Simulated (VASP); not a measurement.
Wanted: the native input for a VASP 6.6.1 run.

- Task: single point
- Functional: PBE
- Potentials or basis: VASP PAW PBE potentials, release 64 (Sr_sv, Ti_sv, O)
- Cutoff: 520 eV
- k mesh: 8 × 8 × 8
- Occupations: gaussian, width 0.05 eV
- Spin: no spin polarisation
- Dipole correction: no
- Further INCAR settings: ALGO = Normal; EDIFF = 1e-06; NBANDS = 28

The structure of SrTiO3 lies in POSCAR:

```
SrTiO3
1.0
    3.9364035669      0.0000000000      0.0000000000
    0.0000000000      3.9364035669      0.0492050446
    0.0000000000      0.0492050446      3.9364035669
Sr Ti O
1 1 3
Direct
    0.0000000000      0.0000000000      0.0000000000
    0.5000000000      0.5000000000      0.5000000000
    0.0000000000      0.5000000000      0.5000000000
    0.5000000000      0.0000000000      0.5000000000
    0.5000000000      0.5000000000      0.0000000000
```

This cell differs from its parent crystal: strain +0.0250 x Voigt [0, 0, 0, 1, 0, 0].

These files were run (other wordings do the same):

INCAR

```
ALGO = Normal
EDIFF = 1E-6
ENCUT = 520
GGA = PE
ISIF = 2
ISMEAR = 0
LASPH = T
LCHARG = F
LREAL = F
LWAVE = F
NBANDS = 28
NELM = 100
PREC = Accurate
SIGMA = 0.05
```

KPOINTS

```
k-points
0
Gamma
  8 8 8
```

Potentials or basis: VASP PAW PBE potentials, release 64 (Sr_sv, Ti_sv, O).

Command:

```console
$ cat potpaw_PBE.64/Sr_sv/POTCAR potpaw_PBE.64/Ti_sv/POTCAR potpaw_PBE.64/O/POTCAR > POTCAR
$ mpirun -np 1 vasp_std > vasp.out
```

It gave:

```json
{
  "Pressure": "0.7 GPa",
  "Band gap on the k mesh": "1.75 eV (least direct gap 2.07 eV)"
}
```

Caveat: the cell differs from its parent crystal (strain +0.0250 x Voigt [0, 0, 0, 1, 0, 0]).

It took 110 s on 1 thread of AMD EPYC 9R45 96-Core Processor (Zen 5), with other jobs on the host, peak memory 0.27 GiB.
